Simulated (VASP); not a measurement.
# TiB2 (P-1) in VASP: single point with PBEsol

Aim: the single point of TiB2 with PBEsol.

Everything below comes from runs of VASP 6.6.1. Logs are shortened: lines on timing, memory, paths and dates and some standing lists are left out, and cuts for length are marked.

## Step 1: The cell of the first run

The typed cell holds 3 atoms: a = 3.030 Å, b = 3.003 Å, c = 3.229 Å, α = 89.57°, β = 88.85°, γ = 119.13°.

## Step 2: Single point, PBEsol (equal xy, yz and zx shear strains of +2 %)

Input file INCAR:

```
PREC = Accurate
ENCUT = 520
EDIFF = 1E-6
ISMEAR = -1
SIGMA = 0.08
LREAL = False
LASPH = True
NELM = 100
ALGO = Normal
ISIF = 2
LWAVE = False
LCHARG = False
GGA = PS
NBANDS = 16
```

Input file KPOINTS:

```
Automatic mesh
0
Gamma
  15 15 13
```

Input file POSCAR:

```
TiB2
1.0
    3.0291982016      0.0302919820      0.0302919820
   -1.4883654748      2.6082166047      0.0110876350
    0.0322840000      0.0322840000      3.2284000000
Ti B
1 2
Direct
    0.0000000000      0.0000000000      0.0000000000
    0.3333333333      0.6666666667      0.5000000000
    0.6666666667      0.3333333333      0.5000000000
```

Potentials or basis: VASP PAW PBE potentials, release 64 (Ti_sv, B).

Command:

```sh
> cat potpaw_PBE.64/Ti_sv/POTCAR potpaw_PBE.64/B/POTCAR > POTCAR
> mpirun -np 1 vasp_std > vasp.out
```

OUTCAR:

```text
PREC = Accurate
   ENCUT = 520
   EDIFF = 1E-6
   ISMEAR = -1
   LREAL = False
   LASPH = True
   NELM = 100
   ISIF = 2
   GGA = PS

 ion  position               nearest neighbor table
   1  0.000  0.000  0.000-   2 2.36   3 2.36   3 2.36   2 2.36   3 2.36   2 2.36   2 2.38   3 2.38
                             3 2.40   2 2.40   3 2.42   2 2.42
   2  0.333  0.667  0.500-   3 1.73   3 1.75   3 1.76   1 2.36   1 2.36   1 2.36   1 2.38   1 2.40
                             1 2.42
   3  0.667  0.333  0.500-   2 1.73   2 1.75   2 1.76   1 2.36   1 2.36   1 2.36   1 2.38   1 2.40
                             1 2.42

  LATTYP: Found a triclinic cell.
 ALAT       =     5.2472498377
 B/A-ratio  =     0.5723042227
 C/A-ratio  =     0.6153171516
 COS(alpha) =     0.0074204947
 COS(beta)  =     0.0200959808
 COS(gamma) =     0.8635246262

  Lattice vectors:

 A1 = (   0.0524672520,   5.2467251914,   0.0524672520)
 A2 = (  -1.4883654748,   2.6082166047,   0.0110876350)
 A3 = (   0.0322840000,   0.0322840000,   3.2284000000)

Analysis of symmetry for initial positions (statically):
=====================================================================
 Subroutine PRICEL returns:
 Original cell was already a primitive cell.

 Routine SETGRP: Setting up the symmetry group for a
 triclinic supercell.

 Subroutine GETGRP returns: Found  2 space group operations
 (whereof  2 operations were pure point group operations)
 out of a pool of  2 trial point group operations.

The static configuration has the point symmetry S_2 .

Analysis of symmetry for dynamics (positions and initial velocities):
=====================================================================
 Subroutine PRICEL returns:
 Original cell was already a primitive cell.

 Routine SETGRP: Setting up the symmetry group for a
 triclinic supercell.

 Subroutine GETGRP returns: Found  2 space group operations
 (whereof  2 operations were pure point group operations)
 out of a pool of  2 trial point group operations.

The dynamic configuration has the point symmetry S_2 .

 Subroutine INISYM returns: Found  2 space group operations
 (whereof  2 operations are pure point group operations),
 and found     1 'primitive' translations

----------------------------------------------------------------------------------------

                                     Primitive cell

  volume of cell :      25.6474

  direct lattice vectors                    reciprocal lattice vectors
     3.029198202  0.030291982  0.030291982     0.328298289  0.187363662 -0.005156620
    -1.488365475  2.608216605  0.011087635    -0.003774907  0.381265655 -0.003774907
     0.032284000  0.032284000  3.228400000    -0.003067449 -0.003067449  0.309812309

  length of vectors
     3.029501106  3.003023240  3.228722824     0.378036373  0.381303029  0.309842678

  position of ions in fractional coordinates (direct lattice)
     0.000000000  0.000000000  0.000000000
     0.333333333  0.666666667  0.500000000
     0.666666667  0.333333333  0.500000000

  ion indices of the primitive-cell ions
   primitive index   ion index
                 1           1
                 2           2
                 3           3

----------------------------------------------------------------------------------------

 KPOINTS: Automatic mesh

Automatic generation of k-mesh.
 Grid dimensions read from file:
 generate k-points for:   15   15   13

 Generating k-lattice:

  Cartesian coordinates                     Fractional coordinates (reciprocal lattice)
     0.021886553  0.012490911 -0.000343775     0.066666667  0.000000000  0.000000000
    -0.000251660  0.025417710 -0.000251660     0.000000000  0.066666667  0.000000000
    -0.000235958 -0.000235958  0.023831716    -0.000000000  0.000000000  0.076923077

  Length of vectors
     0.025202425  0.025420202  0.023834052

  Shift w.r.t. Gamma in fractional coordinates (k-lattice)
     0.000000000  0.000000000  0.000000000

 Subroutine IBZKPT returns following result:
 ===========================================

 Found   1463 irreducible k-points:

 Following reciprocal coordinates:
            Coordinates               Weight
  0.000000  0.000000  0.000000      1.000000
  0.066667 -0.000000 -0.000000      2.000000
  0.133333  0.000000 -0.000000      2.000000
  0.200000 -0.000000 -0.000000      2.000000
  0.266667  0.000000 -0.000000      2.000000
  0.333333 -0.000000 -0.000000      2.000000
[... 16 lines left out ...]
 -0.066667  0.066667  0.000000      2.000000
 -0.000000  0.133333 -0.000000      2.000000
 [... further k-points ...]
   k-points           NKPTS =   1463   k-points in BZ     NKDIM =   1463   number of bands    NBANDS=     16
   number of dos      NEDOS =    301   number of ions     NIONS =      3
   total plane-waves  NPLWV =  13824
   dimension x,y,z NGX =    24 NGY =   24 NGZ =   24
   dimension x,y,z NGXF=    48 NGYF=   48 NGZF=   48
   ions per type =               1   2
   NGX,Y,Z   is equivalent  to a cutoff of  13.17, 13.29, 12.36 a.u.
   NGXF,Y,Z  is equivalent  to a cutoff of  26.34, 26.57, 24.72 a.u.
 SYSTEM =  unknown system
   PREC   = accura    normal or accurate (medium, high low for compatibility)
   ISTART =      0    job   : 0-new  1-cont  2-samecut
   ICHARG =      2    charge: 1-file 2-atom 10-const
   ISPIN  =      1    spin polarized calculation?
   LNONCOLLINEAR =      F non collinear calculations
   LSORBIT =      F    spin-orbit coupling
   LASPH  =      T    aspherical Exc in radial PAW
   ENCUT  =  520.0 eV  38.22 Ry    6.18 a.u.   5.63  5.58  6.00*2*pi/ulx,y,z
   NELM   =    100;   NELMIN=  2; NELMDL= -5     # of ELM steps
   EDIFF  = 0.1E-05   stopping-criterion for ELM
   LREAL  =      F    real-space projection
   EDIFFG = 0.1E-04   stopping-criterion for IOM
   NSW    =      0    number of steps for IOM
   IBRION =     -1    ionic relax: 0-MD 1-quasi-New 2-CG
   NFREE  =      0    steps in history (QN), initial steepest desc. (CG)
   ISIF   =      2    stress and relaxation
   ISYM   =      2    0-nonsym 1-usesym 2-fastsym
   POTIM  = 0.5000    time-step for ionic-motion
   TEBEG  =    0.0;   TEEND  =   0.0 temperature during run
   PSTRESS=    0.0 pullay stress
   NELECT =      18.0000    total number of electrons
   NUPDOWN=      -1.0000    fix difference up-down
   EMIN   =  10.00;   EMAX   =-10.00  energy-range for DOS
   EFERMI =   0.00;   METHOD = LEGACY
   ISMEAR =    -1;   SIGMA  =   0.08  broadening in eV -4-tet -1-fermi 0-gaus
   EFERMI_NEDOS =   21; number of points for ismear=-14 and -15
   IALGO  =     38    algorithm
   IMIX   =      4    mixing-type and parameters
     AMIX     =   0.40;   BMIX     =  1.00
     AMIX_MAG =   1.60;   BMIX_MAG =  1.00
  volume/ion in A,a.u.               =       8.55        57.69
  Fermi-wavevector in a.u.,A,eV,Ry     =   1.454848  2.749265 28.797866  2.116583
  Thomas-Fermi vector in A             =   2.571951
   LORBIT       =      0    0 simple, 1 ext, 2 COOP (PROOUT), +10 PAW based schemes
   GGA     = PS    functional components
   LHFCALC =     F    Hartree Fock is set to
   AEXX    =    0.0000 exact exchange contribution
   IVDW    =     0    specifies the selected vdW correction
   LEPSILON=     F    determine dielectric tensor
   LRPA    =     F    only Hartree local field effects (RPA)
 non-spin polarized calculation
  energy-cutoff  :      520.00
  volume of cell :       25.65
 maximum number of plane-waves:       703
   NGX = 11   NGY = 11   NGZ = 13

 number of electron      18.0000000 magnetization

 Free energy of the ion-electron system (eV)
  ---------------------------------------------------
  ext. energy  EPLUGINS =         0.00000000
  ---------------------------------------------------
  free energy    TOTEN  =       -25.76183805 eV

  energy without entropy =      -25.75379531  energy(sigma->0) =      -25.75781668

 E-fermi :   9.9155     XC(G=0): -12.8727

 val. band max:        9.9154564769   @ k =  -0.2667   0.4667   0.0000
 cond. band min:       9.9186769145   @ k =  -0.0667   0.0000   0.3077
 fundamental gap:      0.0032204375
 Fermi energy:         9.9155014893

 k-point     1 :       0.0000    0.0000    0.0000
  band No.  band energies     occupation
      1     -46.7876      2.00000
      2     -23.2494      2.00000
      3     -22.9405      2.00000
      4     -22.9104      2.00000
      5      -3.5607      2.00000
      6       7.2179      2.00000
[... 8 lines left out ...]
     15      15.7975      0.00000
     16      16.9546      0.00000

 k-point     2 :       0.0667   -0.0000   -0.0000
  band No.  band energies     occupation
      1     -46.7853      2.00000
      2     -23.2466      2.00000
      3     -22.9576      2.00000
      4     -22.9149      2.00000
      5      -3.4763      2.00000
      6       6.9714      2.00000
[... 8 lines left out ...]
     15      16.3165      0.00000
     16      17.1724      0.00000

 k-point     3 :       0.1333    0.0000   -0.0000
  band No.  band energies     occupation
      1     -46.7789      2.00000
      2     -23.2384      2.00000
      3     -23.0070      2.00000
      4     -22.9265      2.00000
      5      -3.2260      2.00000
      6       6.2997      2.00000
[... 8 lines left out ...]
     15      17.4516      0.00000
     16      17.8846      0.00000

 k-point     4 :       0.2000   -0.0000   -0.0000
  band No.  band energies     occupation
      1     -46.7693      2.00000
      2     -23.2267      2.00000
      3     -23.0796      2.00000
      4     -22.9427      2.00000
      5      -2.8187      2.00000
      6       5.3675      2.00000
[... 8 lines left out ...]
     15      17.8543      0.00000
     16      18.8344      0.00000

 k-point     5 :       0.2667    0.0000   -0.0000
  band No.  band energies     occupation
      1     -46.7583      2.00000
      2     -23.2146      2.00000
      3     -23.1607      2.00000
      4     -22.9611      2.00000
      5      -2.2672      2.00000
      6       4.3101      2.00000
[... 8 lines left out ...]
     15      17.3638      0.00000
     16      19.0622      0.00000

 k-point     6 :       0.3333   -0.0000   -0.0000
  band No.  band energies     occupation
      1     -46.7478      2.00000
      2     -23.2455      2.00000
      3     -23.1950      2.00000
      4     -22.9785      2.00000
      5      -1.5861      2.00000
      6       3.2127      2.00000
[... 8 lines left out ...]
     15      17.4262      0.00000
     16      18.8418      0.00000

 k-point     7 :       0.4000   -0.0000   -0.0000
  band No.  band energies     occupation
      1     -46.7395      2.00000
      2     -23.3044      2.00000
      3     -23.1864      2.00000
      4     -22.9920      2.00000
      5      -0.7909      2.00000
      6       2.1262      2.00000
[... 8 lines left out ...]
     15      17.3910      0.00000
     16      18.5459      0.00000

 k-point     8 :       0.4667    0.0000   -0.0000
  band No.  band energies     occupation
      1     -46.7350      2.00000
      2     -23.3371      2.00000
      3     -23.1810      2.00000
      4     -22.9994      2.00000
      5       0.1025      2.00000
      6       1.0839      2.00000
[... 8 lines left out ...]
     15      17.3085      0.00000
     16      18.3549      0.00000

 k-point     9 :      -0.0000    0.0667    0.0000
  band No.  band energies     occupation
      1     -46.7852      2.00000
      2     -23.2464      2.00000
      3     -22.9524      2.00000
      4     -22.9210      2.00000
      5      -3.4749      2.00000
      6       7.0423      2.00000
[... 8 lines left out ...]
     15      16.2441      0.00000
     16      17.2266      0.00000
[... 172 lines left out ...]
 k-point    19 :      -0.3333    0.0667    0.0000
  band No.  band energies     occupation
      1     -46.7514      2.00000
      2     -23.2164      2.00000
      3     -23.1925      2.00000
      4     -22.9807      2.00000
      5      -1.8764      2.00000
      6       3.7750      2.00000
[... 8 lines left out ...]
     15      17.5964      0.00000
     16      19.0386      0.00000

 k-point    20 :      -0.2667    0.0667    0.0000
  band No.  band energies     occupation
      1     -46.7622      2.00000
      2     -23.2182      2.00000
      3     -23.1246      2.00000
      4     -22.9620      2.00000
      5      -2.4940      2.00000
      6       4.8377      2.00000
[... 8 lines left out ...]
     15      17.5251      0.00000
     16      18.9198      0.00000

 k-point    21 :      -0.2000    0.0667    0.0000
  band No.  band energies     occupation
      1     -46.7725      2.00000
      2     -23.2306      2.00000
      3     -23.0469      2.00000
      4     -22.9449      2.00000
      5      -2.9747      2.00000
      6       5.8155      2.00000
[... 8 lines left out ...]
     15      17.7751      0.00000
     16      18.0951      0.00000

 k-point    22 :      -0.1333    0.0667    0.0000
  band No.  band energies     occupation
      1     -46.7806      2.00000
      2     -23.2407      2.00000
      3     -22.9833      2.00000
      4     -22.9331      2.00000
      5      -3.3047      2.00000
      6       6.6135      2.00000
[... 8 lines left out ...]
     15      16.8856      0.00000
     16      17.7940      0.00000

 k-point    23 :      -0.0667    0.0667    0.0000
  band No.  band energies     occupation
      1     -46.7851      2.00000
      2     -23.2463      2.00000
      3     -22.9464      2.00000
      4     -22.9278      2.00000
      5      -3.4735      2.00000
      6       7.1269      2.00000
[... 8 lines left out ...]
     15      16.1698      0.00000
     16      17.2678      0.00000

 k-point    24 :      -0.0000    0.1333   -0.0000
  band No.  band energies     occupation
      1     -46.7784      2.00000
      2     -23.2379      2.00000
      3     -22.9977      2.00000
      4     -22.9393      2.00000
      5      -3.2205      2.00000
      6       6.3918      2.00000
[... 8 lines left out ...]
     15      17.3411      0.00000
     16      18.0525      0.00000

 [... further k-points ...]
[... 5 lines left out ...]
  --------------------------------------------------------------------------------------
  -------------------------------------------------------------------------------------
  Total       -0.5446612     -0.5541546     -1.0052245     -0.9229598     -0.8014544     -0.8018958
  in kB      -34.0246054    -34.6176542    -62.7956744    -57.6566553    -50.0662983    -50.0938710
  external PRESSURE =     -43.8126446 kB  Pullay stress =       0.0000000 kB

 VOLUME and BASIS-vectors are now :
 -----------------------------------------------------------------------------
  energy-cutoff  :      520.00
  volume of cell :       25.65
      direct lattice vectors                 reciprocal lattice vectors
     3.029198202  0.030291982  0.030291982     0.328298289  0.187363662 -0.005156620
    -1.488365475  2.608216605  0.011087635    -0.003774907  0.381265655 -0.003774907
     0.032284000  0.032284000  3.228400000    -0.003067449 -0.003067449  0.309812309

 POSITION                                       TOTAL-FORCE (eV/Angst)
 -----------------------------------------------------------------------------------
      0.00000      0.00000      0.00000         0.000000     -0.000000      0.000000
      0.03363      1.76505      1.63169        -0.079263      0.005596     -0.003956
      1.53949      0.90574      1.63809         0.079263     -0.005596      0.003956
 -----------------------------------------------------------------------------------
    total drift:                               -0.000000      0.000000      0.000000

  FREE ENERGIE OF THE ION-ELECTRON SYSTEM (eV)
  ---------------------------------------------------
  free  energy   TOTEN  =       -25.7618380528 eV

  energy  without entropy=      -25.7537953128  energy(sigma->0) =      -25.75781668
```

Run time: 3.2 min. Hardware: 1 thread of Intel Xeon Platinum 8488C (Sapphire Rapids), shared host; peak memory 0.64 GiB.

Results:

```yaml
Free_energy: -25.7618 eV
Pressure: -4.4 GPa
Largest_force: 0.080 eV/Å
Band_gap_on_the_k_mesh: zero (bands 9 and 10 overlap by 0.35 eV)
```

Forces in eV/Å, atoms in the order of the input:
```
Ti   0.000  0.000  0.000
B   -0.079  0.006 -0.004
B    0.079 -0.006  0.004
```

Caveat: the cell differs from its parent crystal (equal xy, yz and zx shear strains of +2 %); the cell stands under tension; the PAW data sets were made with another functional, which shifts forces and pressure a little.
